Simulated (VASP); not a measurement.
## Ta: single point with PBE

Crystal: Ta.

```xyz
1
Lattice="0.0000 2.1123 2.1123 2.1123 0.0000 2.1123 2.1123 2.1123 0.0000" Properties=species:S:1:pos:R:3 pbc="T T T"
Ta    0.0000    0.0000    0.0000
```

- Program: VASP 6.6.1
- Task: single point
- Functional: PBE
- Potentials or basis: VASP PAW PBE potentials, release 64 (Ta_pv)
- Cutoff: 520 eV
- k mesh: 16 × 16 × 16
- Occupations: gaussian, width 0.05 eV
- Spin: no spin polarisation

```yaml
Pressure: -0.1 GPa
```

Levels at points of the mesh, in eV from the Fermi level:
```tsv
k point	band 1	band 2	band 3	band 4	band 5	band 6	band 7	band 8	band 9	band 10
(0.00, 0.00, 0.00)	-33.64	-33.64	-33.64	-8.10	0.45	0.45	0.45	3.44	3.44	12.46
(0.50, 0.00, 0.00)	-34.64	-33.77	-33.77	-4.59	0.23	0.23	0.67	5.75	5.75	9.96
(0.50, 0.50, 0.00)	-34.58	-34.00	-34.00	-4.36	-3.31	2.87	5.74	6.44	6.44	11.04
```

It took 12 s on 1 thread of AMD EPYC 9R45 (Zen 5), with other jobs on the host, peak memory 0.13 GiB.

Caveat: spin-orbit coupling is left out, which moves the levels of the heavy elements.
